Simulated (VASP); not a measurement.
# H2C18O in VASP: further runs

Runs on H2C18O. Level: PBE+D3(BJ). Tasks: single point.

Everything below comes from runs of VASP 6.6.1. Logs are shortened: lines on timing, memory, paths and dates and some standing lists are left out, and cuts for length are marked.

## Step 1: The cell of the first run

The cell holds a slab with vacuum, 21 atoms: a = 7.398 Å, b = 7.398 Å, c = 13.000 Å, α = 90.00°, β = 90.00°, γ = 120.00°.

## Step 2: Single point, PBE+D3(BJ)

The input, INCAR:

```
ALGO = Normal
EDIFF = 1E-7
ENCUT = 520
GGA = PE
ISIF = 2
ISMEAR = -1
IVDW = 12
LASPH = True
LCHARG = False
LREAL = Auto
LWAVE = False
NBANDS = 56
NELM = 80
PREC = Accurate
SIGMA = 0.05
```

The input, KPOINTS:

```
k-points
0
Gamma
  2 2 1
```

The input, POSCAR:

```
H2C18O
1.0
    7.3980000000      0.0000000000      0.0000000000
   -3.6990000000      6.4068560000      0.0000000000
    0.0000000000      0.0000000000     13.0000000000
C O H
18 1 2
Direct
    0.0022661442     -0.0008947770      0.0600247358
    0.2247003934      0.1103589276      0.0601419547
    0.0030932589      0.3320864484      0.0602881980
    0.2239671291      0.4425222976      0.0603961513
    0.0017936534      0.6646539080      0.0600073053
    0.2251675648      0.7763045964      0.0601321991
    0.3365040726     -0.0012203227      0.0600628101
    0.5574205937      0.1092399710      0.0602281052
    0.3352941599      0.3314265440      0.0603883817
    0.5586181210      0.4430693401      0.0603351173
    0.3357584208      0.6658429269      0.0603853047
    0.5581429073      0.7770467469      0.0603396510
    0.6685903010     -0.0019965650      0.0602753268
    0.8918437940      0.1096550261      0.0602249744
    0.6690610041      0.3325657668      0.0602737160
    0.8913886803      0.4437075258      0.0602168575
    0.6697769875      0.6654214058      0.0602270248
    0.8906150636      0.7758316329      0.0599587024
    0.1309813087      0.8992997758      0.3130387328
    0.1833002157      1.0268539670      0.2733190855
    0.1894999261      0.8241939576      0.2781975655
```

Potentials or basis: VASP PAW PBE potentials, release 64 (C, O, H).

The run is started by

```console
cat potpaw_PBE.64/C/POTCAR potpaw_PBE.64/O/POTCAR potpaw_PBE.64/H/POTCAR > POTCAR
mpirun -np 1 vasp_std > vasp.out
```

OUTCAR:

```text
EDIFF = 1E-7
   ENCUT = 520
   GGA = PE
   ISIF = 2
   ISMEAR = -1
   IVDW = 12
   LASPH = True
   LREAL = Auto
   NELM = 80
   PREC = Accurate
 IVDW          = 12

 ion  position               nearest neighbor table
   1  0.002  0.999  0.060-  14 1.42   2 1.43  18 1.43
   2  0.225  0.110  0.060-   9 1.42   1 1.43   7 1.43
   3  0.003  0.332  0.060-   4 1.42  14 1.43  16 1.43
   4  0.224  0.443  0.060-   3 1.42   9 1.43  11 1.43
   5  0.002  0.665  0.060-  16 1.42  18 1.42   6 1.43
   6  0.225  0.776  0.060-  11 1.42   7 1.43   5 1.43
[... 10 lines left out ...]
  17  0.670  0.665  0.060-  18 1.41  10 1.42  12 1.43
  18  0.891  0.776  0.060-  17 1.41   5 1.42   1 1.43
  19  0.131  0.899  0.313-  20 0.97  21 0.97
  20  0.183  0.027  0.273-  19 0.97
  21  0.189  0.824  0.278-  19 0.97

  LATTYP: Found a hexagonal cell.
 ALAT       =     7.3980000000
 C/A-ratio  =     1.7572316842

  Lattice vectors:

 A1 = (   7.3980000000,   0.0000000000,   0.0000000000)
 A2 = (  -3.6990000000,   6.4068560000,   0.0000000000)
 A3 = (   0.0000000000,   0.0000000000,  13.0000000000)

Analysis of symmetry for initial positions (statically):
=====================================================================
 Subroutine PRICEL returns:
 Original cell was already a primitive cell.

 Routine SETGRP: Setting up the symmetry group for a
 hexagonal supercell.

 Subroutine GETGRP returns: Found  1 space group operations
 (whereof  1 operations were pure point group operations)
 out of a pool of 24 trial point group operations.

The static configuration has the point symmetry C_1 .

Analysis of symmetry for dynamics (positions and initial velocities):
=====================================================================
 Subroutine PRICEL returns:
 Original cell was already a primitive cell.

 Routine SETGRP: Setting up the symmetry group for a
 hexagonal supercell.

 Subroutine GETGRP returns: Found  1 space group operations
 (whereof  1 operations were pure point group operations)
 out of a pool of 24 trial point group operations.

The dynamic configuration has the point symmetry C_1 .

 Subroutine INISYM returns: Found  1 space group operations
 (whereof  1 operations are pure point group operations),
 and found     1 'primitive' translations

----------------------------------------------------------------------------------------

                                     Primitive cell

  volume of cell :     616.1730

  direct lattice vectors                    reciprocal lattice vectors
     7.398000000  0.000000000  0.000000000     0.135171668  0.078041398  0.000000000
    -3.699000000  6.406856000  0.000000000     0.000000000  0.156082796  0.000000000
     0.000000000  0.000000000 13.000000000     0.000000000  0.000000000  0.076923077

  length of vectors
     7.398000000  7.398000054 13.000000000     0.156082797  0.156082796  0.076923077

  position of ions in fractional coordinates (direct lattice)
     0.002266144  0.999105223  0.060024736
     0.224700393  0.110358928  0.060141955
     0.003093259  0.332086448  0.060288198
     0.223967129  0.442522298  0.060396151
     0.001793653  0.664653908  0.060007305
     0.225167565  0.776304596  0.060132199
[... 13 lines left out ...]
     0.183300216  0.026853967  0.273319085
     0.189499926  0.824193958  0.278197566

  ion indices of the primitive-cell ions
   primitive index   ion index
                 1           1
                 2           2
                 3           3
                 4           4
                 5           5
                 6           6
[... 13 lines left out ...]
                20          20
                21          21

----------------------------------------------------------------------------------------

 KPOINTS: k-points

Automatic generation of k-mesh.
 Grid dimensions read from file:
 generate k-points for:    2    2    1

 Generating k-lattice:

  Cartesian coordinates                     Fractional coordinates (reciprocal lattice)
     0.067585834  0.039020699  0.000000000     0.500000000 -0.000000000  0.000000000
     0.000000000  0.078041398  0.000000000     0.000000000  0.500000000  0.000000000
     0.000000000  0.000000000  0.076923077     0.000000000  0.000000000  1.000000000

  Length of vectors
     0.078041399  0.078041398  0.076923077

  Shift w.r.t. Gamma in fractional coordinates (k-lattice)
     0.000000000  0.000000000  0.000000000

 Subroutine IBZKPT returns following result:
 ===========================================

 Found      4 irreducible k-points:

 Following reciprocal coordinates:
            Coordinates               Weight
  0.000000  0.000000  0.000000      1.000000
  0.500000  0.000000  0.000000      1.000000
  0.000000  0.500000  0.000000      1.000000
  0.500000  0.500000  0.000000      1.000000
   k-points           NKPTS =      4   k-points in BZ     NKDIM =      4   number of bands    NBANDS=     56
   number of dos      NEDOS =    301   number of ions     NIONS =     21
   total plane-waves  NPLWV = 307328
   dimension x,y,z NGX =    56 NGY =   56 NGZ =   98
   dimension x,y,z NGXF=   112 NGYF=  112 NGZF=  196
   ions per type =              18   1   2
   NGX,Y,Z   is equivalent  to a cutoff of  12.58, 12.58, 12.53 a.u.
   NGXF,Y,Z  is equivalent  to a cutoff of  25.17, 25.17, 25.06 a.u.
 SYSTEM =  unknown system
   PREC   = accura    normal or accurate (medium, high low for compatibility)
   ISTART =      0    job   : 0-new  1-cont  2-samecut
   ICHARG =      2    charge: 1-file 2-atom 10-const
   ISPIN  =      1    spin polarized calculation?
   LNONCOLLINEAR =      F non collinear calculations
   LSORBIT =      F    spin-orbit coupling
   LASPH  =      T    aspherical Exc in radial PAW
   ENCUT  =  520.0 eV  38.22 Ry    6.18 a.u.  13.76 13.76 24.17*2*pi/ulx,y,z
   NELM   =     80;   NELMIN=  2; NELMDL= -5     # of ELM steps
   EDIFF  = 0.1E-06   stopping-criterion for ELM
   LREAL  =      T    real-space projection
   EDIFFG = 0.1E-05   stopping-criterion for IOM
   NSW    =      0    number of steps for IOM
   IBRION =     -1    ionic relax: 0-MD 1-quasi-New 2-CG
   NFREE  =      0    steps in history (QN), initial steepest desc. (CG)
   ISIF   =      2    stress and relaxation
   ISYM   =      2    0-nonsym 1-usesym 2-fastsym
   POTIM  = 0.5000    time-step for ionic-motion
   TEBEG  =    0.0;   TEEND  =   0.0 temperature during run
   PSTRESS=    0.0 pullay stress
   NELECT =      80.0000    total number of electrons
   NUPDOWN=      -1.0000    fix difference up-down
   EMIN   =  10.00;   EMAX   =-10.00  energy-range for DOS
   EFERMI =   0.00;   METHOD = LEGACY
   ISMEAR =    -1;   SIGMA  =   0.05  broadening in eV -4-tet -1-fermi 0-gaus
   EFERMI_NEDOS =   21; number of points for ismear=-14 and -15
   IALGO  =     38    algorithm
   IMIX   =      4    mixing-type and parameters
     AMIX     =   0.40;   BMIX     =  1.00
     AMIX_MAG =   1.60;   BMIX_MAG =  1.00
  volume/ion in A,a.u.               =      29.34       198.01
  Fermi-wavevector in a.u.,A,eV,Ry     =   0.828967  1.566521  9.349739  0.687186
  Thomas-Fermi vector in A             =   1.941434
   LORBIT       =      0    0 simple, 1 ext, 2 COOP (PROOUT), +10 PAW based schemes
   GGA     = PE    functional components
   LHFCALC =     F    Hartree Fock is set to
   AEXX    =    0.0000 exact exchange contribution
   IVDW    =    12    specifies the selected vdW correction
   LEPSILON=     F    determine dielectric tensor
   LRPA    =     F    only Hartree local field effects (RPA)
 non-spin polarized calculation
  energy-cutoff  :      520.00
  volume of cell :      616.17
 maximum number of plane-waves:     16651
 NGX is ok and might be reduce to    56
   NGX = 27   NGY = 27   NGZ = 49

 number of electron      80.0000002 magnetization

 Free energy of the ion-electron system (eV)
  ---------------------------------------------------
  ext. energy  EPLUGINS =         0.00000000
  ---------------------------------------------------
  free energy    TOTEN  =      -179.86550683 eV

  energy without entropy =     -179.80970288  energy(sigma->0) =     -179.83760485

 E-fermi :  -2.0821     XC(G=0):  -3.7685

 val. band max:       -2.1364172092   @ k =   0.0000   0.0000   0.0000
 cond. band min:      -2.0306107487   @ k =   0.0000   0.0000   0.0000
 fundamental gap:      0.1058064605
 Fermi energy:        -2.0820653100

 k-point     1 :       0.0000    0.0000    0.0000
  band No.  band energies     occupation
      1     -22.7748      2.00000
      2     -21.6014      2.00000
      3     -19.0603      2.00000
      4     -19.0460      2.00000
      5     -19.0303      2.00000
      6     -19.0163      2.00000
[... 44 lines left out ...]
     51       3.1116      0.00000
     52       3.9700      0.00000

 k-point     2 :       0.5000    0.0000    0.0000
  band No.  band energies     occupation
      1     -22.7746      2.00000
      2     -20.9583      2.00000
      3     -20.9368      2.00000
      4     -19.6769      2.00000
      5     -19.6339      2.00000
      6     -17.1933      2.00000
[... 44 lines left out ...]
     51       3.8893      0.00000
     52       3.9225      0.00000

 k-point     3 :       0.0000    0.5000    0.0000
  band No.  band energies     occupation
      1     -22.7746      2.00000
      2     -20.9517      2.00000
      3     -20.9435      2.00000
      4     -19.6776      2.00000
      5     -19.6329      2.00000
      6     -17.1928      2.00000
[... 44 lines left out ...]
     51       3.8522      0.00000
     52       3.9593      0.00000

 k-point     4 :       0.5000    0.5000    0.0000
  band No.  band energies     occupation
      1     -22.7746      2.00000
      2     -20.9504      2.00000
      3     -20.9448      2.00000
      4     -19.6779      2.00000
      5     -19.6326      2.00000
      6     -17.1926      2.00000
[... 44 lines left out ...]
     51       3.8579      0.00000
     52       3.9573      0.00000
 [bands above 52 left out]

------------------------ aborting loop because EDIFF is reached ----------------------------------------

 Edisp (eV)   -1.72535

 E8    (eV) :    -0.5276

  FORCE on cell =-STRESS in cart. coord.  units (eV):
  Direction    XX          YY          ZZ          XY          YZ          ZX
  --------------------------------------------------------------------------------------
  -------------------------------------------------------------------------------------
  Total       1.08044     1.21786    -0.16868    -0.14186    -0.00804    -0.00996
  in kB       2.80937     3.16668    -0.43860    -0.36887    -0.02092    -0.02590
  external pressure =        1.85 kB  Pullay stress =        0.00 kB

 VOLUME and BASIS-vectors are now :
 -----------------------------------------------------------------------------
  energy-cutoff  :      520.00
  volume of cell :      616.17
      direct lattice vectors                 reciprocal lattice vectors
     7.398000000  0.000000000  0.000000000     0.135171668  0.078041398  0.000000000
    -3.699000000  6.406856000  0.000000000     0.000000000  0.156082796  0.000000000
     0.000000000  0.000000000 13.000000000     0.000000000  0.000000000  0.076923077

 POSITION                                       TOTAL-FORCE (eV/Angst)
 -----------------------------------------------------------------------------------
     -3.67893      6.40112      0.78032        -0.004723     -0.003808     -0.004001
      1.25412      0.70705      0.78185        -0.006398      0.011288     -0.000665
     -1.20550      2.12763      0.78375        -0.019144     -0.014001      0.000042
      0.02002      2.83518      0.78515         0.019276      0.008090      0.000867
     -2.44529      4.25834      0.78009         0.003920      0.006714     -0.002662
     -1.20576      4.97367      0.78172        -0.006152     -0.010084      0.000210
[... 13 lines left out ...]
      1.25672      0.17205      3.55315        -0.041594      0.108129     -0.033001
     -1.64677      5.28049      3.61657         0.073708     -0.084220     -0.015891
 -----------------------------------------------------------------------------------
    total drift:                                0.003123      0.024614     -0.042625

  FREE ENERGIE OF THE ION-ELECTRON SYSTEM (eV)
  ---------------------------------------------------
  free  energy   TOTEN  =      -181.5908523720 eV

  energy  without entropy=     -181.5350484198  energy(sigma->0) =     -181.56295040
```

Wall time 5.6 min (1 thread of Oxide Virtual Turin-like, shared host); peak memory 0.6 GiB.

Results:

```yaml
Free_energy: -181.5909 eV
Largest_force: 0.120 eV/Å
Band_gap_on_the_k_mesh: 0.11 eV
Dispersion_energy_per_atom: -0.082 eV
```

Forces in eV/Å, atoms in the order of the input:
```
C   -0.005 -0.004 -0.004
C   -0.006  0.011 -0.001
C   -0.019 -0.014  0.000
C    0.019  0.008  0.001
C    0.004  0.007 -0.003
C   -0.006 -0.010  0.000
C   -0.007 -0.010 -0.002
C    0.010  0.008 -0.001
C    0.011  0.002  0.002
C   -0.013 -0.005  0.002
C    0.006  0.008  0.000
C   -0.006 -0.004  0.000
C    0.008 -0.002 -0.001
C   -0.002  0.003 -0.002
C    0.004  0.005  0.001
C    0.002  0.001 -0.001
C    0.001  0.000 -0.001
C    0.001 -0.001  0.000
O   -0.033 -0.028  0.058
H   -0.042  0.108 -0.033
H    0.074 -0.084 -0.016
```

Caveat: the k points lie up to 0.49 Å⁻¹ apart; there is no dipole correction, which matters where the two faces differ.

## Step 3: Single point, PBE+D3(BJ)

The input, INCAR:

```
SYSTEM = H2C18O
PREC = Accurate ; ENCUT = 520
EDIFF = 1E-6 ; ISMEAR = -1
SIGMA = 0.05 ; LREAL = Auto
LASPH = .TRUE. ; NELM = 100
ALGO = Normal ; ISIF = 2
LWAVE = .FALSE. ; LCHARG = .FALSE.
GGA = PE ; IVDW = 12
NBANDS = 56
```

The input, KPOINTS:

```
regular mesh
0
G
  2 2 1
  0 0 0
```

The input, POSCAR:

```
H2C18O
1.0
    7.3980000000      0.0000000000      0.0000000000
   -3.6990000000      6.4068560000      0.0000000000
    0.0000000000      0.0000000000     13.0000000000
C O H
18 1 2
Direct
    0.0022661599     -0.0008948227      0.0600247692
    0.2247004343      0.1103589655      0.0601419231
    0.0030932335      0.3320864399      0.0602882308
    0.2239671787      0.4425223542      0.0603961538
    0.0017937113      0.6646539270      0.0600073077
    0.2251675912      0.7763046337      0.0601322308
    0.3365040924     -0.0012202553      0.0600628462
    0.5574206257      0.1092400079      0.0602280769
    0.3352940936      0.3314265218      0.0603883846
    0.5586180351      0.4430692683      0.0603351538
    0.3357584658      0.6658429657      0.0603853077
    0.5581428954      0.7770468074      0.0603396154
    0.6685902319     -0.0019966111      0.0602753077
    0.8918437366      0.1096550320      0.0602250000
    0.6690609332      0.3325657702      0.0602736923
    0.8913886197      0.4437074909      0.0602168462
    0.6697769272      0.6654213861      0.0602270000
    0.8906150944      0.7758317028      0.0599586923
    0.1309813160      0.8992997501      0.3130386923
    0.1833002315      1.0268540451      0.2733190769
    0.1894999254      0.8241939572      0.2781975385
```

Potentials or basis: VASP PAW PBE potentials, release 64 (C, O, H).

The run is started by

```console
cat potpaw_PBE.64/C/POTCAR potpaw_PBE.64/O/POTCAR potpaw_PBE.64/H/POTCAR > POTCAR
mpirun -np 1 vasp_std > vasp.out
```

It took 6.7 min on 1 thread of Oxide Virtual Turin-like, shared host; peak memory 0.6 GiB.

It converged, with:

```
Free energy                : -181.5909 eV
Largest force              : 0.120 eV/Å
Band gap on the k mesh     : 0.11 eV
Dispersion energy per atom : -0.082 eV
```

Forces in eV/Å, atoms in the order of the input:
```
C   -0.005 -0.004 -0.004
C   -0.006  0.011 -0.001
C   -0.019 -0.014  0.000
C    0.019  0.008  0.001
C    0.004  0.007 -0.003
C   -0.006 -0.010  0.000
C   -0.007 -0.010 -0.002
C    0.010  0.008 -0.001
C    0.011  0.002  0.002
C   -0.013 -0.005  0.002
C    0.006  0.008  0.000
C   -0.006 -0.004  0.000
C    0.008 -0.002 -0.001
C   -0.002  0.003 -0.002
C    0.004  0.005  0.001
C    0.003  0.001 -0.001
C    0.001  0.000 -0.001
C    0.001 -0.001  0.000
O   -0.033 -0.028  0.058
H   -0.042  0.108 -0.033
H    0.074 -0.084 -0.016
```

Levels at points of the mesh, in eV from the valence-band top:
```csv
k point,band 36,band 37,band 38,band 39,band 40,band 41,band 42,band 43,band 44,band 45
"(0.00, 0.00, 0.00)",-2.99,-2.99,-2.52,0.00,0.00,0.11,0.11,3.10,4.25,4.90
"(0.50, 0.00, 0.00)",-2.62,-2.60,-2.58,-2.46,-2.29,1.73,2.55,2.56,2.57,2.60
"(0.00, 0.50, 0.00)",-2.61,-2.60,-2.58,-2.45,-2.30,1.73,2.55,2.55,2.59,2.60
"(0.50, 0.50, 0.00)",-2.62,-2.61,-2.59,-2.45,-2.30,1.73,2.54,2.56,2.58,2.60
```

Caveat: the k points lie up to 0.49 Å⁻¹ apart; there is no dipole correction, which matters where the two faces differ.
